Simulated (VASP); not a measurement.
# ScAgC6N6 (Fm-3m) in VASP: further runs

The runs below take ScAgC6N6 through single point, with PBE.

Program: VASP 6.6.1. These are calculated values, not measurements. Logs are shortened: lines on timing, memory, paths and dates and some standing lists are left out, and cuts for length are marked.

## Step 1: The cell of the first run

The structure is cubic, space group Fm-3m (No. 225). Conventional cell: a = 10.624 Å, b = 10.624 Å, c = 10.624 Å, α = 90.00°, β = 90.00°, γ = 90.00°. Sc (site symmetry m-3m) has 6 N at 2.12 Å within 2.8 Å. Within 2.7 Å of Ag (site symmetry m-3m) lie 6 C at 2.02 Å. Within 1.6 Å of C (site symmetry 4mm) lie 1 N at 1.17 Å. Within 1.6 Å of N (site symmetry 4mm) lie 1 C at 1.17 Å.

## Step 2: Single point, PBE, collinear spin

INCAR

```
SYSTEM = ScAgC6N6
ALGO = Normal ; EDIFF = 1E-7
ENCUT = 520 ; GGA = PE
ISIF = 2 ; ISMEAR = 0
ISPIN = 2 ; LASPH = .TRUE.
LCHARG = .TRUE. ; LELF = .TRUE.
LMAXMIX = 4 ; LORBIT = 11
LREAL = .FALSE. ; LVHAR = .TRUE.
LWAVE = .FALSE. ; MAGMOM = 0 1 0 0 0 0 0 0 0 0 0 0 0 0
NBANDS = 55 ; NELM = 150
PREC = Accurate ; SIGMA = 0.1
```

KPOINTS

```
k-points
0
G
  4 4 4
  0 0 0
```

POSCAR

```
ScAgC6N6
1.0
    0.0000000000      5.3120000000      5.3120000000
    5.3120000000      0.0000000000      5.3120000000
    5.3120000000      5.3120000000      0.0000000000
Sc Ag C N
1 1 6 6
Direct
    0.5000000000      0.5000000000      0.5000000000
    0.0000000000      0.0000000000      0.0000000000
    0.8096762000      0.1903238000      0.1903238000
    0.1903238000      0.8096762000      0.1903238000
    0.1903238000      0.1903238000      0.8096762000
    0.1903238000      0.8096762000      0.8096762000
    0.8096762000      0.1903238000      0.8096762000
    0.8096762000      0.8096762000      0.1903238000
    0.6995481900      0.3004518100      0.3004518100
    0.3004518100      0.6995481900      0.3004518100
    0.3004518100      0.3004518100      0.6995481900
    0.3004518100      0.6995481900      0.6995481900
    0.6995481900      0.3004518100      0.6995481900
    0.6995481900      0.6995481900      0.3004518100
```

Potentials or basis: VASP PAW PBE potentials, release 64 (Sc_sv, Ag, C, N).

Started as:

```
$ cat potpaw_PBE.64/Sc_sv/POTCAR potpaw_PBE.64/Ag/POTCAR potpaw_PBE.64/C/POTCAR potpaw_PBE.64/N/POTCAR > POTCAR
$ mpirun -np 1 vasp_std > vasp.out
```

OUTCAR:

```text
SYSTEM = ScAgC6N6
   EDIFF = 1E-7
   ENCUT = 520
   GGA = PE
   ISIF = 2
   ISMEAR = 0
   ISPIN = 2
   LASPH = .TRUE.
   LORBIT = 11
   LREAL = .FALSE.
   NELM = 150
   PREC = Accurate

 ion  position               nearest neighbor table
   1  0.500  0.500  0.500-   9 2.12  10 2.12  11 2.12  12 2.12  13 2.12  14 2.12
   2  0.000  0.000  0.000-   3 2.02   4 2.02   5 2.02   6 2.02   7 2.02   8 2.02
   3  0.810  0.190  0.190-   9 1.17   2 2.02
   4  0.190  0.810  0.190-  10 1.17   2 2.02
   5  0.190  0.190  0.810-  11 1.17   2 2.02
   6  0.190  0.810  0.810-  12 1.17   2 2.02
   7  0.810  0.190  0.810-  13 1.17   2 2.02
   8  0.810  0.810  0.190-  14 1.17   2 2.02
   9  0.700  0.300  0.300-   3 1.17   1 2.12
  10  0.300  0.700  0.300-   4 1.17   1 2.12
  11  0.300  0.300  0.700-   5 1.17   1 2.12
  12  0.300  0.700  0.700-   6 1.17   1 2.12
  13  0.700  0.300  0.700-   7 1.17   1 2.12
  14  0.700  0.700  0.300-   8 1.17   1 2.12

  LATTYP: Found a face centered cubic cell.
 ALAT       =    10.6240000000

  Lattice vectors:

 A1 = (   0.0000000000,   5.3120000000,   5.3120000000)
 A2 = (   5.3120000000,   0.0000000000,   5.3120000000)
 A3 = (   5.3120000000,   5.3120000000,   0.0000000000)

Analysis of symmetry for initial positions (statically):
=====================================================================
 Subroutine PRICEL returns:
 Original cell was already a primitive cell.

 Routine SETGRP: Setting up the symmetry group for a
 face centered cubic supercell.

 Subroutine GETGRP returns: Found 48 space group operations
 (whereof 48 operations were pure point group operations)
 out of a pool of 48 trial point group operations.

The static configuration has the point symmetry O_h .

Analysis of symmetry for dynamics (positions and initial velocities):
=====================================================================
 Subroutine PRICEL returns:
 Original cell was already a primitive cell.

 Routine SETGRP: Setting up the symmetry group for a
 face centered cubic supercell.

 Subroutine GETGRP returns: Found 48 space group operations
 (whereof 48 operations were pure point group operations)
 out of a pool of 48 trial point group operations.

[... 180 lines left out ...]
      1     -50.2598      1.00000
      2     -28.9374      1.00000
      3     -28.9374      1.00000
      4     -28.9374      1.00000
      5     -18.9458      1.00000
      6     -18.7249      1.00000
[... 413 lines left out ...]
     49       3.3191      0.00000
     50       4.2598      0.00000
 Fermi energy:         0.0790114718

 spin component 2

 k-point     1 :       0.0000    0.0000    0.0000
  band No.  band energies     occupation
      1     -50.2414      1.00000
      2     -28.9191      1.00000
      3     -28.9191      1.00000
      4     -28.9191      1.00000
      5     -18.8693      1.00000
      6     -18.6485      1.00000
[... 413 lines left out ...]
     49       3.5571      0.00000
     50       4.4428      0.00000
 [bands above 50 left out]

------------------------ aborting loop because EDIFF is reached ----------------------------------------

  FORCE on cell =-STRESS in cart. coord.  units (eV):
  Direction    XX          YY          ZZ          XY          YZ          ZX
  --------------------------------------------------------------------------------------
  -------------------------------------------------------------------------------------
  Total       15.5453776     15.5453776     15.5453776     -0.0000000     -0.0000000      0.0000000
  in kB       83.0821378     83.0821378     83.0821378     -0.0000000     -0.0000000      0.0000000
  external PRESSURE =      83.0821378 kB  Pullay stress =       0.0000000 kB

 VOLUME and BASIS-vectors are now :
 -----------------------------------------------------------------------------
  energy-cutoff  :      520.00
  volume of cell :      299.78
      direct lattice vectors                 reciprocal lattice vectors
     0.000000000  5.312000000  5.312000000    -0.094126506  0.094126506  0.094126506
     5.312000000  0.000000000  5.312000000     0.094126506 -0.094126506  0.094126506
     5.312000000  5.312000000  0.000000000     0.094126506  0.094126506 -0.094126506

 POSITION                                       TOTAL-FORCE (eV/Angst)
 -----------------------------------------------------------------------------------
      5.31200      5.31200      5.31200         0.000000      0.000000      0.000000
      0.00000      0.00000      0.00000         0.000000      0.000000      0.000000
      2.02200      5.31200      5.31200         2.675912      0.000000      0.000000
      5.31200      2.02200      5.31200         0.000000      2.675912      0.000000
      5.31200      5.31200      2.02200         0.000000      0.000000      2.675912
      8.60200      5.31200      5.31200        -2.675912      0.000000      0.000000
      5.31200      8.60200      5.31200         0.000000     -2.675912      0.000000
      5.31200      5.31200      8.60200         0.000000      0.000000     -2.675912
      3.19200      5.31200      5.31200        -0.926503      0.000000      0.000000
      5.31200      3.19200      5.31200         0.000000     -0.926503      0.000000
      5.31200      5.31200      3.19200         0.000000      0.000000     -0.926503
      7.43200      5.31200      5.31200         0.926503      0.000000      0.000000
      5.31200      7.43200      5.31200         0.000000      0.926503      0.000000
      5.31200      5.31200      7.43200         0.000000      0.000000      0.926503
 -----------------------------------------------------------------------------------
    total drift:                                0.000000      0.000000      0.000000

  FREE ENERGIE OF THE ION-ELECTRON SYSTEM (eV)
  ---------------------------------------------------
  free  energy   TOTEN  =      -107.5345582457 eV

  energy  without entropy=     -107.5345580970  energy(sigma->0) =     -107.53455817

 total charge

# of ion       s       p       d       tot
------------------------------------------
    1        2.228   6.308   0.960   9.495
    2        0.555   0.941   8.985  10.481
    3        0.970   1.617   0.000   2.586
    4        0.970   1.617   0.000   2.586
    5        0.970   1.617   0.000   2.586
    6        0.970   1.617   0.000   2.586
    7        0.970   1.617   0.000   2.586
    8        0.970   1.617   0.000   2.586
    9        1.316   2.601   0.000   3.917
   10        1.316   2.601   0.000   3.917
   11        1.316   2.601   0.000   3.917
   12        1.316   2.601   0.000   3.917
   13        1.316   2.601   0.000   3.917
   14        1.316   2.601   0.000   3.917
--------------------------------------------------
tot         16.495  32.553   9.945  58.993

 magnetization (x)

# of ion       s       p       d       tot
------------------------------------------
    1        0.003   0.006   0.017   0.026
    2       -0.011  -0.020   0.754   0.723
    3        0.060   0.096   0.000   0.155
    4        0.060   0.096   0.000   0.155
    5        0.060   0.096   0.000   0.155
    6        0.060   0.096   0.000   0.155
    7        0.060   0.096   0.000   0.155
    8        0.060   0.096   0.000   0.155
    9        0.005  -0.008   0.000  -0.003
   10        0.005  -0.008   0.000  -0.003
   11        0.005  -0.008   0.000  -0.003
   12        0.005  -0.008   0.000  -0.003
   13        0.005  -0.008   0.000  -0.003
   14        0.005  -0.008   0.000  -0.003
--------------------------------------------------
tot          0.378   0.513   0.771   1.661
```

It took 13 min on 1 thread of Intel Xeon Platinum 8259CL at 2.50GHz (Skylake/Cascade Lake), shared host; peak memory 0.68 GiB.

Results:

```
Free energy                                           : -107.5346 eV
Pressure                                              : 8.3 GPa
Largest force                                         : 2.676 eV/Å
Band gap on the k mesh                                : 0.67 eV (least direct gap 0.73 eV)
Net moment                                            : 2.00 μB per cell
Site moments                                          : Sc +0.03; Ag +0.72; C +0.15; N -0.00 μB
Valence electrons inside the program's atomic spheres : Sc 9.49; Ag 10.48; C 2.59; N 3.92
```

Forces in eV/Å, atoms in the order of the input:
```
Sc   0.000  0.000  0.000
Ag   0.000  0.000  0.000
C    2.676  0.000  0.000
C    0.000  2.676  0.000
C    0.000  0.000  2.676
C   -2.676  0.000  0.000
C    0.000 -2.676  0.000
C    0.000  0.000 -2.676
N   -0.927  0.000  0.000
N    0.000 -0.927  0.000
N    0.000  0.000 -0.927
N    0.927  0.000  0.000
N    0.000  0.927  0.000
N    0.000  0.000  0.927
```

Caveat: the cell stands under pressure; semilocal functionals underestimate gaps, and a narrow one can read as zero; forces of over 1 eV/Å act on the atoms, so gaps and moduli don't describe the material at rest.

## Step 3: Single point, PBE, collinear spin

This run uses another cell than the first one, of 24.80 Å³/atom.

INCAR

```
PREC = Accurate
ENCUT = 520
EDIFF = 1E-6
ISMEAR = 0
SIGMA = 0.1
LREAL = False
LASPH = True
NELM = 150
ALGO = Normal
ISIF = 2
LWAVE = False
LCHARG = False
ISPIN = 2
MAGMOM = 0 1 0 0 0 0 0 0 0 0 0 0 0 0
LORBIT = 11
LMAXMIX = 4
GGA = PE
NBANDS = 55
```

KPOINTS

```
regular mesh
0
Gamma
  4 4 4
```

POSCAR

```
ScAgC6N6
1.0
    0.0000000000      5.5782301852      5.5782301852
    5.5782301852      0.0000000000      5.5782301852
    5.5782301852      5.5782301852      0.0000000000
Sc Ag C N
1 1 6 6
Direct
    0.5000000000      0.5000000000      0.5000000000
    0.0000000000      0.0000000000      0.0000000000
    0.8014690605      0.1985309395      0.1985309395
    0.1985309395      0.8014690605      0.1985309395
    0.1985309395      0.1985309395      0.8014690605
    0.1985309395      0.8014690605      0.8014690605
    0.8014690605      0.1985309395      0.8014690605
    0.8014690605      0.8014690605      0.1985309395
    0.6969725153      0.3030274847      0.3030274847
    0.3030274847      0.6969725153      0.3030274847
    0.3030274847      0.3030274847      0.6969725153
    0.3030274847      0.6969725153      0.6969725153
    0.6969725153      0.3030274847      0.6969725153
    0.6969725153      0.6969725153      0.3030274847
```

Potentials or basis: VASP PAW PBE potentials, release 64 (Sc_sv, Ag, C, N).

Started as:

```
$ cat potpaw_PBE.64/Sc_sv/POTCAR potpaw_PBE.64/Ag/POTCAR potpaw_PBE.64/C/POTCAR potpaw_PBE.64/N/POTCAR > POTCAR
$ mpirun -np 1 vasp_std > vasp.out
```

Wall time 17 min (1 thread of Intel Xeon 8259CL, shared host); peak memory 0.81 GiB.

It converged, with:

```
Free energy                                           : -109.1339 eV
Pressure                                              : 0.5 GPa
Largest force                                         : 0.419 eV/Å
Band gap on the k mesh                                : 0.66 eV (least direct gap 0.70 eV)
Net moment                                            : 2.00 μB per cell
Site moments                                          : Sc +0.02; Ag +0.69; C +0.15; N +0.00 μB
Valence electrons inside the program's atomic spheres : Sc 9.26; Ag 9.85; C 2.55; N 3.91
```

Forces in eV/Å, atoms in the order of the input:
```
Sc   0.000  0.000  0.000
Ag   0.000  0.000  0.000
C   -0.419  0.000  0.000
C    0.000 -0.419  0.000
C    0.000  0.000 -0.419
C    0.419  0.000  0.000
C    0.000  0.419  0.000
C    0.000  0.000  0.419
N    0.386  0.000  0.000
N    0.000  0.386  0.000
N    0.000  0.000  0.386
N   -0.386  0.000  0.000
N    0.000 -0.386  0.000
N    0.000  0.000 -0.386
```

Levels at points of the mesh, in eV from the valence-band top:
Spin up:
```tsv
k point	band 35	band 36	band 37	band 38	band 39	band 40	band 41	band 42	band 43	band 44
(0.00, 0.00, 0.00)	-2.77	-2.77	-2.77	-0.12	-0.12	2.15	2.15	2.15	4.52	4.52
(0.50, 0.00, 0.00)	-2.93	-2.78	-2.78	0.00	0.00	2.24	2.31	2.31	4.26	4.47
(0.50, 0.50, 0.00)	-2.78	-2.77	-2.64	-0.13	-0.11	2.15	2.51	2.51	4.44	4.77
```
Spin down:
| k point | band 33 | band 34 | band 35 | band 36 | band 37 | band 38 | band 39 | band 40 | band 41 | band 42 |
| --- | --- | --- | --- | --- | --- | --- | --- | --- | --- | --- |
| (0.00, 0.00, 0.00) | -2.91 | -2.91 | -2.70 | -2.70 | -2.70 | 0.67 | 0.67 | 2.25 | 2.25 | 2.25 |
| (0.50, 0.00, 0.00) | -2.94 | -2.92 | -2.85 | -2.60 | -2.60 | 0.79 | 0.79 | 2.35 | 2.41 | 2.41 |
| (0.50, 0.50, 0.00) | -2.76 | -2.70 | -2.55 | -2.55 | -2.40 | 0.66 | 0.68 | 2.25 | 2.58 | 2.58 |

Caveat: semilocal functionals underestimate gaps, and a narrow one can read as zero.
